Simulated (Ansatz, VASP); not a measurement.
**One calculation of Ga3Te2O, two programs**

File INCAR:

```
PREC = Accurate
ENCUT = 600
EDIFF = 1E-6
ISMEAR = 0
SIGMA = 0.1
LREAL = F
LASPH = T
NELM = 60
ALGO = Normal
ISIF = 3
LWAVE = F
LCHARG = F
GGA = PE
IBRION = 2
NSW = 90
EDIFFG = -0.04
```

KPOINTS

```
regular mesh
0
Gamma
  6 6 2
```

The input POSCAR:

```
Ga3Te2O
1.0
    4.2796217700      0.0000000000      0.0000000000
   -2.1398108800      3.7062611700      0.0000000000
    0.0000000000      0.0000000000      9.0128137000
Ga Te O
3 2 1
Direct
    0.6666666700      0.3333333300      0.5000000000
    0.0000000000      0.0000000000      0.0000000000
    0.0000000000      0.0000000000      0.5000000000
    0.3333333300      0.6666666700      0.2462391900
    0.3333333300      0.6666666700      0.7537608100
    0.6666666700      0.3333333300      0.0000000000
```

Input for Ansatz:

```yaml
crystal:
  lattice:
    - [4.27962177, 0.0, 0.0]
    - [-2.13981088, 3.70626117, 0.0]
    - [0.0, 0.0, 9.0128137]
  atoms:
    - { symbol: Ga, position: [0.66666667, 0.33333333, 0.5] }
    - { symbol: Ga, position: [0.0, 0.0, 0.0] }
    - { symbol: Ga, position: [0.0, 0.0, 0.5] }
    - { symbol: Te, position: [0.33333333, 0.66666667, 0.24623919] }
    - { symbol: Te, position: [0.33333333, 0.66666667, 0.75376081] }
    - { symbol: O, position: [0.66666667, 0.33333333, 0.0] }
basis:
  ecutwfc: 420
kpoints:
  mp_grid: { grid: [6, 6, 2] }
hamiltonian:
  xc: pbe
scf:
  occupations: { method: gaussian, width: 0.1 }
  lower_state_search: "off"
output:
  forces: true
  stress: true
  eigenvalues: true
relax:
  adjacent_minimum: "off"
  f_tol: 0.04
  max_steps: 70
  cell: { stress_tol: 0.4 }
```

Change from the starting cell: species swapped into the La2CuSi3 type (P-6m2, No. 187).

Alike in both runs: task relaxation of cell and atoms; functional PBE; k mesh 6 × 6 × 2; occupations gaussian, width 0.1 eV; no spin polarisation.

|  | VASP | Ansatz |
| --- | --- | --- |
| version | VASP 6.6.1 | Ansatz 0.2.0 |
| potentials or method | VASP PAW PBE potentials, release 64 (Ga_d, Te, O), cutoff 600 eV | scalar-relativistic, plane waves, PAW |
| valence electrons in the cell | 57 | 77 |

|  | VASP | Ansatz | Ansatz less VASP |
| --- | --- | --- | --- |
| gap on the k mesh at the Fermi level, each at its own relaxed structure (eV) | none | none | - |
| relaxed volume (Å³/atom) | 20.83 | 20.87 | +0.038 |
| relaxed cell length with the largest relative difference (Å) | 8.383 | 8.441 | +0.0589 |

A gap of «none» marks a metal or a gap that the smearing closes. VASP's potentials hold 57 valence electrons a cell and Ansatz's 77, so a difference there can come from the potentials and not from the codes.

Spin-orbit coupling is off throughout.
